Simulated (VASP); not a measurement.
# Ti3Al (P-6m2) in VASP: a series of runs

Ti3Al is run at these levels: LDA; tasks: single point.

All numbers are computed with VASP 6.6.1; they aren't measurements. Logs are shortened: lines on timing, memory, paths and dates and some standing lists are left out, and cuts for length are marked.

## 1. The cell of the first run

It takes space group P-6m2 (No. 187, hexagonal). Conventional cell: a = 2.908 Å, b = 2.908 Å, c = 9.164 Å, α = 90.00°, β = 90.00°, γ = 120.00°. Within 3.7 Å of Ti (site symmetry 3m) lie 9 Ti at 2.84 to 2.91 Å and 3 Al at 2.84 Å. Ti (site symmetry -6m2) has 12 Ti at 2.84 to 2.91 Å within 3.7 Å. Within 3.7 Å of Al (site symmetry -6m2) lie 6 Ti at 2.84 Å and 6 Al at 2.91 Å.

## 2. Single point, LDA (volume scaled by 0.98)

File INCAR:

```
SYSTEM = Ti3Al
PREC = Accurate
ENCUT = 520
EDIFF = 1E-6
ISMEAR = -1
SIGMA = 0.05
LREAL = .False.
LASPH = .True.
NELM = 80
ALGO = Normal
ISIF = 2
LWAVE = .False.
LCHARG = .True.
LELF = .True.
LVHAR = .True.
NBANDS = 28
```

File KPOINTS:

```
Automatic mesh
0
Gamma
  10 10 3
  0 0 0
```

File POSCAR:

```
Ti3Al
1.0
    2.9078936965      0.0000000000      0.0000000000
   -1.4539468482      2.5183098127      0.0000000000
    0.0000000000      0.0000000000      9.1644382416
Ti Al
3 1
Direct
    0.3333333333      0.6666666667      0.2494060000
    0.3333333333      0.6666666667      0.7505940000
    0.6666666667      0.3333333333      0.0000000000
    0.6666666667      0.3333333333      0.5000000000
```

Potentials or basis: VASP PAW LDA potentials, release 64 (Ti_sv, Al).

On the command line:

```bash
cat potpaw_LDA.64/Ti_sv/POTCAR potpaw_LDA.64/Al/POTCAR > POTCAR
mpirun -np 1 vasp_std > vasp.out
```

OUTCAR:

```text
SYSTEM = Ti3Al
   PREC = Accurate
   ENCUT = 520
   EDIFF = 1E-6
   ISMEAR = -1
   LREAL = .False.
   LASPH = .True.
   NELM = 80
   ISIF = 2

 ion  position               nearest neighbor table
   1  0.333  0.667  0.249-   3 2.84   3 2.84   3 2.84   4 2.84   4 2.84   4 2.84
   2  0.333  0.667  0.751-   3 2.84   3 2.84   3 2.84   4 2.84   4 2.84   4 2.84
   3  0.667  0.333  0.000-   1 2.84   2 2.84   1 2.84   2 2.84   1 2.84   2 2.84
   4  0.667  0.333  0.500-   1 2.84   2 2.84   1 2.84   2 2.84   1 2.84   2 2.84

  LATTYP: Found a hexagonal cell.
 ALAT       =     2.9078936965
 C/A-ratio  =     3.1515726495

  Lattice vectors:

 A1 = (   2.9078936965,   0.0000000000,   0.0000000000)
 A2 = (  -1.4539468482,   2.5183098127,   0.0000000000)
 A3 = (   0.0000000000,   0.0000000000,   9.1644382416)

Analysis of symmetry for initial positions (statically):
=====================================================================
 Subroutine PRICEL returns:
 Original cell was already a primitive cell.

 Routine SETGRP: Setting up the symmetry group for a
 hexagonal supercell.

 Subroutine GETGRP returns: Found 12 space group operations
 (whereof 12 operations were pure point group operations)
 out of a pool of 24 trial point group operations.

The static configuration has the point symmetry D_3h.

Analysis of symmetry for dynamics (positions and initial velocities):
=====================================================================
 Subroutine PRICEL returns:
 Original cell was already a primitive cell.

 Routine SETGRP: Setting up the symmetry group for a
 hexagonal supercell.

 Subroutine GETGRP returns: Found 12 space group operations
 (whereof 12 operations were pure point group operations)
 out of a pool of 24 trial point group operations.

The dynamic configuration has the point symmetry D_3h.

 Subroutine INISYM returns: Found 12 space group operations
 (whereof 12 operations are pure point group operations),
 and found     1 'primitive' translations

----------------------------------------------------------------------------------------

                                     Primitive cell

  volume of cell :      67.1110

  direct lattice vectors                    reciprocal lattice vectors
     2.907893696  0.000000000  0.000000000     0.343891526  0.198545865  0.000000000
    -1.453946848  2.518309813  0.000000000     0.000000000  0.397091730  0.000000000
[... 89 lines left out ...]
   EDIFF  = 0.1E-05   stopping-criterion for ELM
   LREAL  =      F    real-space projection
   EDIFFG = 0.1E-04   stopping-criterion for IOM
   NSW    =      0    number of steps for IOM
   IBRION =     -1    ionic relax: 0-MD 1-quasi-New 2-CG
   NFREE  =      0    steps in history (QN), initial steepest desc. (CG)
   ISIF   =      2    stress and relaxation
   ISYM   =      2    0-nonsym 1-usesym 2-fastsym
   POTIM  = 0.5000    time-step for ionic-motion
   TEBEG  =    0.0;   TEEND  =   0.0 temperature during run
   PSTRESS=    0.0 pullay stress
   NELECT =      39.0000    total number of electrons
   NUPDOWN=      -1.0000    fix difference up-down
   EMIN   =  10.00;   EMAX   =-10.00  energy-range for DOS
   EFERMI =   0.00;   METHOD = LEGACY
   ISMEAR =    -1;   SIGMA  =   0.05  broadening in eV -4-tet -1-fermi 0-gaus
   EFERMI_NEDOS =   21; number of points for ismear=-14 and -15
   IALGO  =     38    algorithm
   IMIX   =      4    mixing-type and parameters
     AMIX     =   0.40;   BMIX     =  1.00
     AMIX_MAG =   1.60;   BMIX_MAG =  1.00
  volume/ion in A,a.u.               =      16.78       113.22
  Fermi-wavevector in a.u.,A,eV,Ry     =   1.366150  2.581650 25.393465  1.866367
  Thomas-Fermi vector in A             =   2.492316
   LORBIT       =      0    0 simple, 1 ext, 2 COOP (PROOUT), +10 PAW based schemes
   GGA     = CA    functional components
   LHFCALC =     F    Hartree Fock is set to
   AEXX    =    0.0000 exact exchange contribution
   IVDW    =     0    specifies the selected vdW correction
   LEPSILON=     F    determine dielectric tensor
   LRPA    =     F    only Hartree local field effects (RPA)
 non-spin polarized calculation
  energy-cutoff  :      520.00
  volume of cell :       67.11
 maximum number of plane-waves:      1847
 NGX is ok and might be reduce to    24
   NGX = 11   NGY = 11   NGZ = 35

 number of electron      38.9999989 magnetization

 Free energy of the ion-electron system (eV)
  ---------------------------------------------------
  ext. energy  EPLUGINS =         0.00000000
  ---------------------------------------------------
  free energy    TOTEN  =       -30.31045074 eV

  energy without entropy =      -30.28108686  energy(sigma->0) =      -30.29576880

 E-fermi :   7.9675     XC(G=0): -11.5395

 val. band max:        7.9221094957   @ k =   0.2000   0.2000   0.3333
 cond. band min:       7.9859843129   @ k =   0.2000  -0.0000   0.0000
 fundamental gap:      0.0638748172
 Fermi energy:         7.9674896758

 k-point     1 :       0.0000    0.0000    0.0000
  band No.  band energies     occupation
      1     -48.0381      2.00000
      2     -47.9789      2.00000
      3     -47.9167      2.00000
      4     -24.9627      2.00000
      5     -24.6867      2.00000
      6     -24.3729      2.00000
[... 733 lines left out ...]
     27      11.1511      0.00000
     28      11.4965      0.00000

 [... further k-points ...]

------------------------ aborting loop because EDIFF is reached ----------------------------------------

  FORCE on cell =-STRESS in cart. coord.  units (eV):
  Direction    XX          YY          ZZ          XY          YZ          ZX
  --------------------------------------------------------------------------------------
  -------------------------------------------------------------------------------------
  Total       -2.1613174     -2.1613174     -2.0246534     -0.0000000     -0.0000000     -0.0000000
  in kB      -51.5983249    -51.5983249    -48.3356694     -0.0000000     -0.0000000     -0.0000000
  external PRESSURE =     -50.5107731 kB  Pullay stress =       0.0000000 kB

 VOLUME and BASIS-vectors are now :
 -----------------------------------------------------------------------------
  energy-cutoff  :      520.00
  volume of cell :       67.11
      direct lattice vectors                 reciprocal lattice vectors
     2.907893696  0.000000000  0.000000000     0.343891526  0.198545865  0.000000000
    -1.453946848  2.518309813  0.000000000     0.000000000  0.397091730  0.000000000
     0.000000000  0.000000000  9.164438242     0.000000000  0.000000000  0.109117436

 POSITION                                       TOTAL-FORCE (eV/Angst)
 -----------------------------------------------------------------------------------
     -0.00000      1.67887      2.28567        -0.000000      0.000000     -0.132665
     -0.00000      1.67887      6.87877        -0.000000      0.000000      0.132665
      1.45395      0.83944      0.00000         0.000000     -0.000000      0.000000
      1.45395      0.83944      4.58222         0.000000      0.000000      0.000000
 -----------------------------------------------------------------------------------
    total drift:                                0.000000     -0.000000      0.000000

  FREE ENERGIE OF THE ION-ELECTRON SYSTEM (eV)
  ---------------------------------------------------
  free  energy   TOTEN  =       -30.3104507360 eV

  energy  without entropy=      -30.2810868604  energy(sigma->0) =      -30.29576880
```

stdout:

```text
POSCAR found type information on POSCAR TiAl
 POSCAR found :  2 types and       4 ions
 scaLAPACK will be used
 LDA part: xc-table for (Slater(with rela. corr.)+CA(PZ))
 , standard interpolation
 POSCAR, INCAR and KPOINTS ok, starting setup
 FFT: planning ... GRIDC
 FFT: planning ... GRID_SOFT
 FFT: planning ... GRID
 WAVECAR not read
 entering main loop
```

It took 71 s on 1 thread of AMD EPYC 7R13 (Zen 3), shared host; peak memory 0.15 GiB.

Results:

| Quantity | Value |
| --- | --- |
| Free energy | -30.3105 eV |
| Pressure | -5.1 GPa |
| Largest force | 0.133 eV/Å |

Forces on the atoms (eV/Å):
```
Ti   0.000  0.000 -0.133
Ti   0.000  0.000  0.133
Ti   0.000  0.000  0.000
Al   0.000  0.000  0.000
```

Levels at points of the mesh, in eV from the Fermi level:
```
           k point  band 17  band 18  band 19  band 20  band 21  band 22  band 23  band 24
(0.00, 0.00, 0.00)    -0.73     0.55     0.73     0.80     0.80     0.89     0.89     1.21
(0.50, 0.00, 0.00)    -1.48    -1.25    -0.65    -0.34     0.87     1.05     1.17     1.73
```

Caveat: the cell differs from its parent crystal (volume scaled by 0.98).

## 3. Single point, LDA

This run uses another cell than the first one, of 17.12 Å³/atom, 1.020 times its volume.

File INCAR:

```
PREC     = Accurate       # precision mode
ENCUT    = 520            # plane-wave cutoff, eV
EDIFF    = 1E-6           # SCF threshold, eV
ISMEAR   = -1             # smearing method
SIGMA    = 0.05           # smearing width, eV
LREAL    = False          # projectors in reciprocal space
LASPH    = True           # aspherical terms in the spheres
NELM     = 100            # most SCF steps
ALGO     = Normal         # electronic algorithm
ISIF     = 2              # what is computed and relaxed
LWAVE    = False          # write WAVECAR
LCHARG   = True           # write CHGCAR
GGA      = CA             # functional
LELF     = True           # ELF
LVHAR    = True         
NBANDS   = 28             # bands
```

File KPOINTS:

```
Automatic mesh
0
Gamma
  10 10 3
```

File POSCAR:

```
Ti3Al
1.0
    2.9275422229      0.0000000000      0.0000000000
   -1.4637711114      2.5353259357      0.0000000000
    0.0000000000      0.0000000000      9.2263620000
Ti Al
3 1
Direct
    0.3333333333      0.6666666667      0.2494060000
    0.3333333333      0.6666666667      0.7505940000
    0.6666666667      0.3333333333      0.0000000000
    0.6666666667      0.3333333333      0.5000000000
```

Potentials or basis: VASP PAW LDA potentials, release 64 (Ti_sv, Al).

On the command line:

```bash
cat potpaw_LDA.64/Ti_sv/POTCAR potpaw_LDA.64/Al/POTCAR > POTCAR
mpirun -np 1 vasp_std > vasp.out
```

It took 73 s on 1 thread of AMD EPYC 7R13 (Zen 3), shared host; peak memory 0.16 GiB.

It converged, with:

```
Free energy   : -30.2589 eV
Pressure      : -7.1 GPa
Largest force : 0.143 eV/Å
```

Forces on the atoms (eV/Å):
```
Ti   0.000  0.000 -0.143
Ti   0.000  0.000  0.143
Ti   0.000  0.000  0.000
Al   0.000  0.000  0.000
```

Stress tensor (GPa, compression positive):
```
-7.09  0.00  0.00
 0.00 -7.09  0.00
 0.00  0.00 -7.00
```

Levels at points of the mesh, in eV from the Fermi level:
```csv
k point,band 16,band 17,band 18,band 19,band 20,band 21,band 22,band 23,band 24,band 25
"(0.00, 0.00, 0.00)",-2.45,-0.73,0.52,0.71,0.79,0.79,0.88,0.88,1.18,1.18
"(0.50, 0.00, 0.00)",-2.07,-1.45,-1.22,-0.64,-0.36,0.85,1.02,1.13,1.69,2.46
```

[end of part 1 of 2]
